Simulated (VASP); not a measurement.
# GaP (I-4m2) in VASP: further runs, part 3 of 3

VASP 6.6.1. Earlier steps stand in the parts before.

## 6. Single point, PBEsol

This run uses another cell than the first one, of the same volume but with other edges.

INCAR reads:

```
SYSTEM = GaP
PREC = Accurate
ENCUT = 520
EDIFF = 1E-6
ISMEAR = 0
SIGMA = 0.05
LREAL = .False.
LASPH = .True.
NELM = 60
ALGO = Normal
ISIF = 2
LWAVE = .False.
LCHARG = .False.
GGA = PS
NBANDS = 16
```

KPOINTS reads:

```
regular mesh
0
Gamma
  10 10 10
  0 0 0
```

POSCAR reads:

```
GaP
1.0
    0.0000000000      2.8020576903      2.5778930751
    2.8020576903      0.0000000000      2.5778930751
    2.8020576903      2.8020576903      0.0000000000
Ga P
1 1
Direct
    0.0000000000      0.0000000000      0.0000000000
    0.7500000000      0.7500000000      0.7500000000
```

Potentials or basis: VASP PAW PBE potentials, release 64 (Ga_d, P).

Started as:

```
$ cat potpaw_PBE.64/Ga_d/POTCAR potpaw_PBE.64/P/POTCAR > POTCAR
$ mpirun -np 1 vasp_std > vasp.out
```

OUTCAR:

```text
SYSTEM = GaP
   PREC = Accurate
   ENCUT = 520
   EDIFF = 1E-6
   ISMEAR = 0
   LREAL = .False.
   LASPH = .True.
   NELM = 60
   ISIF = 2
   GGA = PS

 ion  position               nearest neighbor table
   1  0.000  0.000  0.000-   2 2.36   2 2.36   2 2.36   2 2.36
   2  0.750  0.750  0.750-   1 2.36   1 2.36   1 2.36   1 2.36

  LATTYP: Found a body centered tetragonal cell.
 ALAT       =     3.9627079882
 C/A-ratio  =     1.3010764774

  Lattice vectors:

 A1 = (   0.0000000000,  -2.8020576903,  -2.5778930751)
 A2 = (   0.0000000000,   2.8020576903,  -2.5778930751)
 A3 = (   2.8020576903,   0.0000000000,   2.5778930751)

Analysis of symmetry for initial positions (statically):
=====================================================================
 Subroutine PRICEL returns:
 Original cell was already a primitive cell.

 Routine SETGRP: Setting up the symmetry group for a
 body centered tetragonal supercell.

 Subroutine GETGRP returns: Found  8 space group operations
 (whereof  8 operations were pure point group operations)
 out of a pool of 16 trial point group operations.

The static configuration has the point symmetry D_2d.

Analysis of symmetry for dynamics (positions and initial velocities):
=====================================================================
 Subroutine PRICEL returns:
 Original cell was already a primitive cell.

 Routine SETGRP: Setting up the symmetry group for a
 body centered tetragonal supercell.

 Subroutine GETGRP returns: Found  8 space group operations
 (whereof  8 operations were pure point group operations)
 out of a pool of 16 trial point group operations.

The dynamic configuration has the point symmetry D_2d.

 Subroutine INISYM returns: Found  8 space group operations
 (whereof  8 operations are pure point group operations),
 and found     1 'primitive' translations

----------------------------------------------------------------------------------------

                                     Primitive cell

  volume of cell :      40.4808

  direct lattice vectors                    reciprocal lattice vectors
     0.000000000  2.802057690  2.577893075    -0.178440295  0.178440295  0.193956842
     2.802057690  0.000000000  2.577893075     0.178440295 -0.178440295  0.193956842
     2.802057690  2.802057690  0.000000000     0.178440295  0.178440295 -0.193956842

  length of vectors
     3.807500493  3.807500493  3.962707988     0.318278391  0.318278391  0.318278391

  position of ions in fractional coordinates (direct lattice)
     0.000000000  0.000000000  0.000000000
     0.750000000  0.750000000  0.750000000

  ion indices of the primitive-cell ions
   primitive index   ion index
                 1           1
                 2           2

----------------------------------------------------------------------------------------

 KPOINTS: regular mesh

Automatic generation of k-mesh.
 Grid dimensions read from file:
 generate k-points for:   10   10   10

 Generating k-lattice:

  Cartesian coordinates                     Fractional coordinates (reciprocal lattice)
    -0.017844029  0.017844029  0.019395684     0.100000000  0.000000000  0.000000000
     0.017844029 -0.017844029  0.019395684     0.000000000  0.100000000  0.000000000
     0.017844029  0.017844029 -0.019395684     0.000000000  0.000000000  0.100000000

  Length of vectors
     0.031827839  0.031827839  0.031827839

  Shift w.r.t. Gamma in fractional coordinates (k-lattice)
     0.000000000  0.000000000  0.000000000

 Subroutine IBZKPT returns following result:
 ===========================================

 Found    102 irreducible k-points:

 Following reciprocal coordinates:
            Coordinates               Weight
  0.000000  0.000000  0.000000      1.000000
  0.100000  0.000000  0.000000      8.000000
  0.200000  0.000000  0.000000      8.000000
  0.300000  0.000000  0.000000      8.000000
  0.400000  0.000000  0.000000      8.000000
  0.500000 -0.000000  0.000000      4.000000
[... 16 lines left out ...]
  0.300000  0.300000  0.000000      2.000000
  0.400000  0.300000  0.000000      8.000000
 [... further k-points ...]
   k-points           NKPTS =    102   k-points in BZ     NKDIM =    102   number of bands    NBANDS=     16
   number of dos      NEDOS =    301   number of ions     NIONS =      2
   total plane-waves  NPLWV =  23520
   dimension x,y,z NGX =    28 NGY =   28 NGZ =   30
   dimension x,y,z NGXF=    56 NGYF=   56 NGZF=   60
   ions per type =               1   1
   NGX,Y,Z   is equivalent  to a cutoff of  12.23, 12.23, 12.59 a.u.
   NGXF,Y,Z  is equivalent  to a cutoff of  24.45, 24.45, 25.17 a.u.
 SYSTEM =  GaP
   PREC   = accura    normal or accurate (medium, high low for compatibility)
   ISTART =      0    job   : 0-new  1-cont  2-samecut
   ICHARG =      2    charge: 1-file 2-atom 10-const
   ISPIN  =      1    spin polarized calculation?
   LNONCOLLINEAR =      F non collinear calculations
   LSORBIT =      F    spin-orbit coupling
   LASPH  =      T    aspherical Exc in radial PAW
   ENCUT  =  520.0 eV  38.22 Ry    6.18 a.u.   7.08  7.08  7.37*2*pi/ulx,y,z
   NELM   =     60;   NELMIN=  2; NELMDL= -5     # of ELM steps
   EDIFF  = 0.1E-05   stopping-criterion for ELM
   LREAL  =      F    real-space projection
   EDIFFG = 0.1E-04   stopping-criterion for IOM
   NSW    =      0    number of steps for IOM
   IBRION =     -1    ionic relax: 0-MD 1-quasi-New 2-CG
   NFREE  =      0    steps in history (QN), initial steepest desc. (CG)
   ISIF   =      2    stress and relaxation
   ISYM   =      2    0-nonsym 1-usesym 2-fastsym
   POTIM  = 0.5000    time-step for ionic-motion
   TEBEG  =    0.0;   TEEND  =   0.0 temperature during run
   PSTRESS=    0.0 pullay stress
   NELECT =      18.0000    total number of electrons
   NUPDOWN=      -1.0000    fix difference up-down
   EMIN   =  10.00;   EMAX   =-10.00  energy-range for DOS
   EFERMI =   0.00;   METHOD = LEGACY
   ISMEAR =     0;   SIGMA  =   0.05  broadening in eV -4-tet -1-fermi 0-gaus
   EFERMI_NEDOS =   21; number of points for ismear=-14 and -15
   IALGO  =     38    algorithm
   IMIX   =      4    mixing-type and parameters
     AMIX     =   0.40;   BMIX     =  1.00
     AMIX_MAG =   1.60;   BMIX_MAG =  1.00
  volume/ion in A,a.u.               =      20.24       136.59
  Fermi-wavevector in a.u.,A,eV,Ry     =   1.249538  2.361284 21.243377  1.561344
  Thomas-Fermi vector in A             =   2.383574
   LORBIT       =      0    0 simple, 1 ext, 2 COOP (PROOUT), +10 PAW based schemes
   GGA     = PS    functional components
   LHFCALC =     F    Hartree Fock is set to
   AEXX    =    0.0000 exact exchange contribution
   IVDW    =     0    specifies the selected vdW correction
   LEPSILON=     F    determine dielectric tensor
   LRPA    =     F    only Hartree local field effects (RPA)
 non-spin polarized calculation
 Gauss-broadening in eV      SIGMA  =   0.05
  energy-cutoff  :      520.00
  volume of cell :       40.48
 maximum number of plane-waves:      1113
   NGX = 15   NGY = 15   NGZ = 15

 number of electron      18.0000002 magnetization

 Free energy of the ion-electron system (eV)
  ---------------------------------------------------
  ext. energy  EPLUGINS =         0.00000000
  ---------------------------------------------------
  free energy    TOTEN  =        -9.88346893 eV

  energy without entropy =       -9.88346893  energy(sigma->0) =       -9.88346893

 E-fermi :   5.0959     XC(G=0): -10.0289

 val. band max:        4.8398069285   @ k =   0.0000   0.0000   0.0000
 cond. band min:       5.5603046303   @ k =   0.4000   0.4000   0.0000
 fundamental gap:      0.7204977018
 Fermi energy:         5.0959418615

 k-point     1 :       0.0000    0.0000    0.0000
  band No.  band energies     occupation
      1      -9.9829      2.00000
      2      -9.9829      2.00000
      3      -9.9599      2.00000
      4      -9.8848      2.00000
      5      -9.8711      2.00000
      6      -7.9413      2.00000
[... 8 lines left out ...]
     15      13.6032      0.00000
     16      14.9019      0.00000
[... 419 lines left out ...]
 k-point    24 :       0.4000    0.3000    0.0000
  band No.  band energies     occupation
      1     -10.0691      2.00000
      2      -9.9310      2.00000
      3      -9.9300      2.00000
      4      -9.9157      2.00000
      5      -9.8485      2.00000
      6      -5.7823      2.00000
[... 8 lines left out ...]
     15      16.1230      0.00000
     16      18.5028      0.00000

 [... further k-points ...]

------------------------ aborting loop because EDIFF is reached ----------------------------------------

  FORCE on cell =-STRESS in cart. coord.  units (eV):
  Direction    XX          YY          ZZ          XY          YZ          ZX
  --------------------------------------------------------------------------------------
  -------------------------------------------------------------------------------------
  Total       -0.6475071     -0.6475071      0.6906549      0.0000000      0.0000000      0.0000000
  in kB      -25.6274916    -25.6274916     27.3352230      0.0000000      0.0000000      0.0000000
  external PRESSURE =      -7.9732534 kB  Pullay stress =       0.0000000 kB

 VOLUME and BASIS-vectors are now :
 -----------------------------------------------------------------------------
  energy-cutoff  :      520.00
  volume of cell :       40.48
      direct lattice vectors                 reciprocal lattice vectors
     0.000000000  2.802057690  2.577893075    -0.178440295  0.178440295  0.193956842
     2.802057690  0.000000000  2.577893075     0.178440295 -0.178440295  0.193956842
     2.802057690  2.802057690  0.000000000     0.178440295  0.178440295 -0.193956842

 POSITION                                       TOTAL-FORCE (eV/Angst)
 -----------------------------------------------------------------------------------
      0.00000      0.00000      0.00000         0.000000      0.000000      0.000000
      4.20309      4.20309      3.86684        -0.000000     -0.000000      0.000000
 -----------------------------------------------------------------------------------
    total drift:                               -0.000001     -0.000001     -0.000012

  FREE ENERGIE OF THE ION-ELECTRON SYSTEM (eV)
  ---------------------------------------------------
  free  energy   TOTEN  =        -9.8834689311 eV

  energy  without entropy=       -9.8834689311  energy(sigma->0) =       -9.88346893
```

stdout:

```text
POSCAR found type information on POSCAR GaP
 POSCAR found :  2 types and       2 ions
 scaLAPACK will be used
 -----------------------------------------------------------------------------
|                                                                             |
|                                                                             |
|     You enforced a specific xc type in the INCAR file but a different       |
|     I HOPE YOU KNOW WHAT YOU ARE DOING!                                     |
|                                                                             |
 -----------------------------------------------------------------------------

 LDA part: xc-table for (Slater+PW92), standard interpolation
 POSCAR, INCAR and KPOINTS ok, starting setup
 FFT: planning ... GRIDC
 FFT: planning ... GRID_SOFT
 FFT: planning ... GRID
 WAVECAR not read
 entering main loop
```

Run time: 66 s. Hardware: 1 thread of AMD EPYC 7R13, shared host; peak memory 0.18 GiB.

What came out:

```
Free energy            : -9.8835 eV
Pressure               : -0.8 GPa
Band gap on the k mesh : 0.72 eV (least direct gap 1.43 eV)
```

Stress tensor (GPa, compression positive):
```
-2.56  0.00  0.00
 0.00 -2.56  0.00
 0.00  0.00  2.73
```

Levels at points of the mesh, in eV from the valence-band top:
| k point | band 7 | band 8 | band 9 | band 10 | band 11 | band 12 |
| --- | --- | --- | --- | --- | --- | --- |
| (0.00, 0.00, 0.00) | -0.41 | -0.41 | 0.00 | 1.43 | 3.49 | 3.66 |
| (0.50, 0.00, 0.00) | -6.95 | -1.71 | -1.08 | 1.18 | 4.07 | 4.87 |
| (0.50, 0.50, 0.00) | -6.69 | -3.34 | -3.34 | 0.90 | 0.93 | 10.23 |
| (0.50, 0.00, 0.50) | -7.24 | -2.79 | -2.73 | 1.46 | 1.73 | 9.88 |

Caveat: the PAW data sets were made with another functional, which shifts forces and pressure a little. A k mesh can miss the band edges.

## 7. Summary

| cell | gap on the mesh (eV) | pressure (GPa) |
| --- | --- | --- |
| a = 3.776, b = 3.776, c = 4.069 Å, angles 57.4, 57.4, 65.2°, 2 atoms | 0.07 | -1.3 |
| a = 4.006, b = 4.006, c = 3.627 Å, angles 63.1, 63.1, 53.8°, 2 atoms | 0.46 | -1.1 |
| a = 3.755, b = 3.755, c = 4.187 Å, angles 56.1, 56.1, 67.8°, 2 atoms | none | -2.2 |
| a = 4.095, b = 4.095, c = 3.531 Å, angles 64.5, 64.5, 51.1°, 2 atoms | none | -1.2 |
| a = 3.808, b = 3.808, c = 3.963 Å, angles 58.6, 58.6, 62.7°, 2 atoms | 0.72 | -0.8 |

Alike in all rows: task single point; level PBEsol; potentials or basis VASP PAW PBE potentials, release 64 (Ga_d, P); no spin polarisation; k mesh 10 × 10 × 10; cutoff (eV) 520; smearing gaussian 0.05 eV.

Caveats: the PAW data sets were made with another functional, which shifts forces and pressure a little; semilocal functionals underestimate gaps, so a narrow gap can read as zero (at least some runs).

Absolute energies hang on the potentials; compare differences alone.
